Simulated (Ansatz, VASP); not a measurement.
# P: VASP beside Ansatz

```
CELL_PARAMETERS angstrom
1.67395 0.96646 3.22357
-1.67395 0.96646 3.22357
0.00000 -1.93291 3.22357
ATOMIC_POSITIONS crystal
P 0.22708 0.22708 0.22708
P 0.77292 0.77292 0.77292
```

Change from the starting cell: strain -0.030 along x and y, +0.030 along z, atoms carried along.

Alike in both runs: task single point; functional r2SCAN; k mesh 18 × 18 × 18; occupations gaussian, width 0.15 eV; no spin polarisation.

```csv
,VASP,Ansatz
version,VASP 6.6.1,Ansatz 0.2.0
potentials or method,"VASP PAW PBE potentials, release 64 (P), cutoff 520 eV","scalar-relativistic, plane waves, PAW"
valence electrons in the cell,10,10
```

|  | VASP | Ansatz | Ansatz less VASP |
| --- | --- | --- | --- |
| gap on the k mesh at the Fermi level (eV) | none | none | - |
| pressure (GPa) | 5.0 | 5.6 | +0.67 |
| traceless stress, the component that is largest in VASP (GPa) | -4.30 | -4.40 | -0.098 |
| rms of the force components (eV/Å) | 0.010 | 0.053 | +0.0428 |

VASP's potentials were made for PBE, not for r2SCAN. Atom by atom the forces differ by 0.063 eV/Å (rms over components). A gap of «none» marks a metal or a gap that the smearing closes.
